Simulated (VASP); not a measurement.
GaAs (d3):

```xyz
2
Lattice="0.0000 2.8751 2.8751 2.8751 0.0000 2.8751 2.8751 2.8751 0.0000" Properties=species:S:1:pos:R:3 pbc="T T T"
Ga    0.0000    0.0000    0.0000
As    4.3126    4.3126    4.3126
```

| Property | Result |
| --- | --- |
| Program | VASP 6.6.1 |
| Task | relaxation of cell and atoms |
| Functional | PBE |
| Dispersion | D3(BJ) |
| Potentials or basis | VASP PAW PBE potentials, release 64 (Ga_d, As) |
| Cutoff | 600 eV |
| k mesh | 10 × 10 × 10 |
| Occupations | gaussian, width 0.01 eV |
| Spin | no spin polarisation |

At the start: pressure -2.3 GPa; volume 23.77 Å³/atom.

Task: How do energy, volume and symmetry change on relaxing?

Result: Over 6 steps the energy falls by 6.3 meV/atom and the volume is 22.92 Å³/atom (-3.6 %); space group F-43m (No. 216, to 0.05 Å).

Step by step:
```
step  energy change (eV)  largest force (eV/Å)  pressure (GPa)  volume (Å³)
   1              0.0000                0.0000           -2.29        47.53
   2             -0.0110                0.0000            0.86        45.24
   3             -0.0126                0.0000            0.04        45.82
   4             -0.0126                0.0000           -0.08        45.85
   5             -0.0126                0.0000           -0.05        45.85
   6             -0.0126                0.0000            0.01        45.84
```

Final structure:
```
Ga As
1.0
     0.00000    2.84062    2.84062
     2.84062    0.00000    2.84062
     2.84062    2.84062    0.00000
Ga As
1 1
Direct
  0.00000 0.00000 0.00000
  0.75000 0.75000 0.75000
```
